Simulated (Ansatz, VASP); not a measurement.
## Sb: VASP beside Ansatz

INCAR

```
PREC = Accurate ; ENCUT = 520
EDIFF = 1E-6 ; ISMEAR = -1
SIGMA = 0.05 ; LREAL = F
LASPH = T ; NELM = 100
ALGO = Normal ; ISIF = 2
LWAVE = F ; LCHARG = T
GGA = CA ; LELF = T
LVHAR = T ; NBANDS = 18
```

File KPOINTS:

```
Automatic mesh
0
Gamma
  7 7 7
```

POSCAR

```
Sb
1.0
   -3.9755443643      3.9755443643      1.9981119061
    3.9755443643     -3.9755443643      1.9981119061
    3.9755443643      3.9755443643     -1.9981119061
Sb
4
Direct
    0.6512630600      0.1512630600      0.8025261200
    0.1512630600      0.3487369400      0.5000000000
    0.3487369400      0.8487369400      0.1974738800
    0.8487369400      0.6512630600      0.5000000000
```

input.yaml

```yaml
crystal:
  lattice:
    - [-3.9755443643, 3.9755443643, 1.9981119061]
    - [3.9755443643, -3.9755443643, 1.9981119061]
    - [3.9755443643, 3.9755443643, -1.9981119061]
  atoms:
    - { symbol: Sb, position: [0.65126306, 0.15126306, 0.80252612] }
    - { symbol: Sb, position: [0.15126306, 0.34873694, 0.5] }
    - { symbol: Sb, position: [0.34873694, 0.84873694, 0.19747388] }
    - { symbol: Sb, position: [0.84873694, 0.65126306, 0.5] }
hamiltonian:
  xc: lda
  pseudopotentials: { kind: paw }
kpoints:
  mp_grid: { grid: [7, 7, 7] }
scf:
  occupations: { method: fermi_dirac, width: 0.05 }
output:
  forces: true
  stress: true
  eigenvalues: true
  write_density: true
  write_potential: true
  elf: true
  volumetric_format: npy
```

Alike in both runs: task single point; functional LDA; k mesh 7 × 7 × 7; occupations fermi-dirac, width 0.05 eV; no spin polarisation.

```csv
,VASP,Ansatz
version,VASP 6.6.1,Ansatz 0.2.0
potentials or method,"VASP PAW LDA potentials, release 64 (Sb)",Ansatz PAW
plane-wave cutoff (eV),520,420
valence electrons in the cell,20,60
```

Ansatz gave:

* gap on the k mesh at the Fermi level (eV): none
* pressure (GPa): 0.3
* traceless stress, the component that is largest in VASP (GPa): 0.41
* rms of the force components (eV/Å): 0.013

**Question.** Which values does VASP return?

**Answer.** gap on the k mesh at the Fermi level (eV): none; pressure (GPa): 0.5; traceless stress, the component that is largest in VASP (GPa): 0.47; rms of the force components (eV/Å): 0.012.

LDA's correlation is that of Perdew and Zunger in VASP and of Perdew and Wang (1992) in Ansatz. Atom by atom the forces differ by 0.001 eV/Å (rms over components). A gap of «none» marks a metal or a gap that the smearing closes. VASP's potentials hold 20 valence electrons a cell and Ansatz's 60, so a difference there can come from the potentials and not from the codes.

Neither program's run includes spin-orbit coupling.
